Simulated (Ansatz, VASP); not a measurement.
# Y in VASP and in Ansatz

The input POSCAR:

```
Y
1.0
    0.0000000000      2.6327810196      2.6327810196
    2.6327810196      0.0000000000      2.6327810196
    2.6327810196      2.6327810196      0.0000000000
Y
1
Direct
    0.0000000000      0.0000000000      0.0000000000
```

Contents of INCAR.step1:

```
SYSTEM = Y
  ALGO = Normal
  EDIFF = 1E-4
  ENCUT = 520
  GGA = PE
  ISMEAR = 0
  LASPH = .TRUE.
  LCHARG = .FALSE.
  LREAL = .FALSE.
  LWAVE = .TRUE.
  NBANDS = 12
  NELM = 60
  PREC = Accurate
  SIGMA = 0.1
```

File INCAR.step2:

```
SYSTEM = Y
  ALGO = Normal
  EDIFF = 1E-6
  ENCUT = 520
  ISIF = 2
  ISMEAR = 0
  ISTART = 1
  LASPH = .TRUE.
  LCHARG = .FALSE.
  LMIXTAU = .TRUE.
  LREAL = .FALSE.
  LWAVE = .FALSE.
  METAGGA = R2SCAN
  NBANDS = 12
  NELM = 60
  PREC = Accurate
  SIGMA = 0.1
```

KPOINTS

```
k-points
0
G
  14 14 14
  0 0 0
```

Input for Ansatz:

```yaml
crystal:
  lattice:
    - [0.0, 2.6327810196, 2.6327810196]
    - [2.6327810196, 0.0, 2.6327810196]
    - [2.6327810196, 2.6327810196, 0.0]
  atoms:
    - { symbol: "Y", position: [0.0, 0.0, 0.0] }
basis:
  ecutwfc: 500
kpoints:
  mp_grid: { grid: [14, 14, 14] }
hamiltonian:
  xc: r2scan
scf:
  occupations: { method: gaussian, width: 0.1 }
output:
  forces: true
  stress: true
  eigenvalues: true
  write_density: true
  write_potential: true
  elf: true
  volumetric_format: npy
```

Alike in both runs: task single point; functional r2SCAN; k mesh 14 × 14 × 14; occupations gaussian, width 0.1 eV; no spin polarisation.

|  | VASP | Ansatz |
| --- | --- | --- |
| version | VASP 6.6.1 | Ansatz 0.2.0 |
| potentials or method | VASP PAW PBE potentials, release 64 (Y_sv), cutoff 520 eV | scalar-relativistic, plane waves, PAW |
| valence electrons in the cell | 11 | 11 |

|  | VASP | Ansatz | Ansatz less VASP |
| --- | --- | --- | --- |
| gap on the k mesh at the Fermi level (eV) | none | none | - |
| pressure (GPa) | -3.0 | -3.1 | -0.10 |

VASP's potentials were made for PBE, not for r2SCAN. A gap of «none» marks a metal or a gap that the smearing closes.
